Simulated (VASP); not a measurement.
Input of a VASP 6.6.1 run:

File POSCAR:

```
Si
1.0
   -2.1816625201      2.1816625201      1.2229241587
    2.1816625201     -2.1816625201      1.2229241587
    2.1816625201      2.1816625201     -1.2229241587
Si
2
Direct
    0.2500000000      0.7500000000      0.5000000000
    0.5000000000      0.5000000000      0.0000000000
```

Contents of INCAR.step1:

```
PREC = Accurate ; ENCUT = 520
ISMEAR = 0 ; SIGMA = 0.15
LREAL = F ; LASPH = T
NELM = 80 ; NBANDS = 11
GGA = PE ; ALGO = Normal
EDIFF = 1E-4 ; LWAVE = T
LCHARG = F
```

INCAR.step2

```
PREC = Accurate ; ENCUT = 520
EDIFF = 1E-6 ; ISMEAR = 0
SIGMA = 0.15 ; LREAL = F
LASPH = T ; NELM = 80
ALGO = Normal ; ISIF = 2
LWAVE = F ; LCHARG = F
METAGGA = R2SCAN ; LMIXTAU = T
NBANDS = 11 ; ISTART = 1
```

File KPOINTS:

```
Automatic mesh
0
Gamma
  20 20 20
```

Potentials or basis: VASP PAW PBE potentials, release 64 (Si).

Command:

```console
$ cat potpaw_PBE.64/Si/POTCAR > POTCAR
$ cp INCAR.step1 INCAR
$ mpirun -np 1 vasp_std > vasp.out
$ cp INCAR.step2 INCAR
$ mpirun -np 1 vasp_std > vasp.out
```

Problem. What does it give for the pressure?

Solution. 53.9 GPa.

Problem. Predict the band gap on the k mesh.

Solution. Zero (bands 4 and 5 overlap by 8.74 eV).

Stress tensor (GPa, compression positive):
```
58.31  0.00  0.00
 0.00 58.31  0.00
 0.00  0.00 45.13
```

Caveat: the cell differs from its parent crystal (strain -0.080 along x and y, -0.080 along z); the stress differs along the axes, from 45 to 58 GPa; the PAW data sets were made with another functional, which shifts forces and pressure a little.
